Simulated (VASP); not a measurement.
Set up this calculation in VASP 6.6.1, as the native input.

```
Task                   : relaxation of cell and atoms
Functional             : PBE
Potentials or basis    : VASP PAW PBE potentials, release 64 (Sn_d, Te, Se)
Cutoff                 : 600 eV
k mesh                 : 6 × 6 × 6
Occupations            : gaussian, width 0.1 eV
Spin                   : no spin polarisation
Dipole correction      : no
Further INCAR settings : ALGO = Normal; EDIFF = 1e-06; IBRION = 2; EDIFFG = -0.01; NSW = 100; ISIF = 3
```

The structure of Sn2Te3Se lies in POSCAR:

```
Sn2Te3Se
1.0
    5.8116604936      0.0000000000      0.0000000000
   -2.9058302468      5.0330456257      0.0000000000
    0.0000000000      0.0000000000      6.0251163096
Sn Te Se
2 3 1
Direct
    0.3333333333      0.6666666667      0.5000000000
    0.6666666667      0.3333333333      0.5000000000
    0.3333333333      0.6666666667      0.0000000000
    0.6666666667      0.3333333333      0.0000000000
    0.0000000000      0.0000000000      0.5000000000
    0.0000000000      0.0000000000      0.0000000000
```

The input as run:

INCAR

```
PREC = Accurate
ENCUT = 600
EDIFF = 1E-6
ISMEAR = 0
SIGMA = 0.1
LREAL = False
LASPH = True
NELM = 80
ALGO = Normal
ISIF = 3
LWAVE = False
LCHARG = False
GGA = PE
IBRION = 2
NSW = 100
EDIFFG = -0.01
```

KPOINTS

```
regular mesh
0
Gamma
  6 6 6
```

Potentials or basis: VASP PAW PBE potentials, release 64 (Sn_d, Te, Se).

The run is started by

```console
$ cat potpaw_PBE.64/Sn_d/POTCAR potpaw_PBE.64/Te/POTCAR potpaw_PBE.64/Se/POTCAR > POTCAR
$ mpirun -np 1 vasp_std > vasp.out
```

It gave:

The relaxed volume is 29.28 Å³/atom. The relaxed cell is a = 5.667 Å, b = 5.667 Å, c = 6.315 Å, α = 90.00°, β = 90.00°, γ = 120.00°. The space group after relaxing (to 0.05 Å) is P6/mmm (No. 191) and the energy gained by relaxing is 21.6 meV/atom. The ionic steps are 8, the pressure after relaxing is 0.0 GPa and the band gap on the k mesh is zero (band 26 reaches 7.27 eV, above the bottom of band 27 at 5.12 eV).

Caveat: spin-orbit coupling is left out, which moves the levels of the heavy elements.

Run time: 25 min on 1 thread of Intel(R) Xeon(R) Platinum 8488C (Sapphire Rapids) (shared host), peak memory 0.46 GiB.
